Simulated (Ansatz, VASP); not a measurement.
## Mn: VASP beside Ansatz

INCAR

```
SYSTEM = Mn
PREC     = Accurate       ! precision mode
ENCUT    = 500            ! plane-wave cutoff, eV
EDIFF    = 1E-6           ! SCF threshold, eV
ISMEAR   = -1             ! smearing method
SIGMA    = 0.05           ! smearing width, eV
LREAL    = .False.        ! projectors in reciprocal space
LASPH    = .True.         ! aspherical terms in the spheres
NELM     = 200            ! most SCF steps
ALGO     = Normal         ! electronic algorithm
ISIF     = 2              ! what is computed and relaxed
LWAVE    = .False.        ! write WAVECAR
LCHARG   = .True.         ! write CHGCAR
ISPIN    = 2              ! spin polarisation
MAGMOM   = -0.899         ! initial moments
LORBIT   = 11             ! projections on sites
LMAXMIX  = 4              ! l up to which the mixer works
GGA      = RE             ! functional
LELF     = .True.         ! ELF
LVHAR    = .True.       
NBANDS   = 16             ! bands
GGA_COMPAT= .False.
```

The input KPOINTS:

```
regular mesh
0
Gamma
  18 18 18
  0 0 0
```

POSCAR

```
Mn
1.0
   -1.3861024686      1.3861024686      1.3861024686
    1.3861024686     -1.3861024686      1.3861024686
    1.3861024686      1.3861024686     -1.3861024686
Mn
1
Direct
    0.0000000000      0.0000000000      0.0000000000
```

Input for Ansatz:

```yaml
crystal:
  lattice:
    - [-1.3861024686, 1.3861024686, 1.3861024686]
    - [1.3861024686, -1.3861024686, 1.3861024686]
    - [1.3861024686, 1.3861024686, -1.3861024686]
  atoms:
    - { symbol: Mn, position: [0.0, 0.0, 0.0], spin: -0.899 }
hamiltonian:
  xc: revpbe
  pseudopotentials:
    kind: paw
    azcp:
      Mn: "pseudopotentials/Mn.paw.azcp"
basis:
  ecutwfc: 420
  fft_grid_basis: typed
kpoints:
  mp_grid: { grid: [18, 18, 18], shift: [0, 0, 0] }
magnetization:
  spin_polarized: true
scf:
  occupations: { method: fermi_dirac, width: 0.05 }
  lower_state_search: "off"
output:
  stress: true
  write_density: true
  write_potential: true
  elf: true
  volumetric_format: npy
```

Alike in both runs: task single point; functional revPBE; k mesh 18 × 18 × 18; occupations fermi-dirac, width 0.05 eV; collinear spin.

|  | VASP | Ansatz |
| --- | --- | --- |
| version | VASP 6.6.1 | Ansatz 0.2.0 |
| potentials or method | VASP PAW PBE potentials, release 64 (Mn_pv), cutoff 500 eV | plane waves (420 eV) with PAW, scalar-relativistic |
| valence electrons in the cell | 13 | 15 |

```csv
,VASP,Ansatz,Ansatz less VASP
pressure (GPa),10.6,10.6,-0.01
net moment per atom (μB),0.76,0.74,-0.016
size of the moment on the site where the two differ most (μB),0.76,0.74,-0.019
```

VASP's potentials were made for PBE, not for revPBE. Site moments also hang on the region over which each program counts them. VASP's potentials hold 13 valence electrons a cell and Ansatz's 15, so a difference there can come from the potentials and not from the codes.
